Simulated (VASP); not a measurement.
A run of VASP 6.6.1:

Contents of INCAR:

```
SYSTEM = Al
PREC = Accurate ; ENCUT = 520
EDIFF = 1E-7 ; ISMEAR = 1
SIGMA = 0.15 ; LREAL = .FALSE.
LASPH = .TRUE. ; NELM = 100
ALGO = Normal ; ISIF = 2
LWAVE = .FALSE. ; LCHARG = .FALSE.
GGA = CA ; NBANDS = 8
```

File KPOINTS:

```
Automatic mesh
0
G
  13 13 13
  0 0 0
```

The input POSCAR:

```
Al
1.0
   -1.5381028795      1.5381028795      1.5381028795
    1.5381028795     -1.5381028795      1.5381028795
    1.5381028795      1.5381028795     -1.5381028795
Al
1
Direct
    0.0000000000      0.0000000000      0.0000000000
```

Potentials or basis: VASP PAW LDA potentials, release 64 (Al).

The run is started by

```sh
$ cat potpaw_LDA.64/Al/POTCAR > POTCAR
$ mpirun -np 1 vasp_std > vasp.out
```

Hardware: 1 thread of AMD EPYC 9R45 (Zen 5), on a shared host.

**Question.** Estimate the wall time of this run.

**Answer.** Run time: 3 s on 1 thread of AMD EPYC 9R45 (Zen 5), with other jobs on the host, peak memory 0.08 GiB. Counts: scf iterations 10, k points 84.
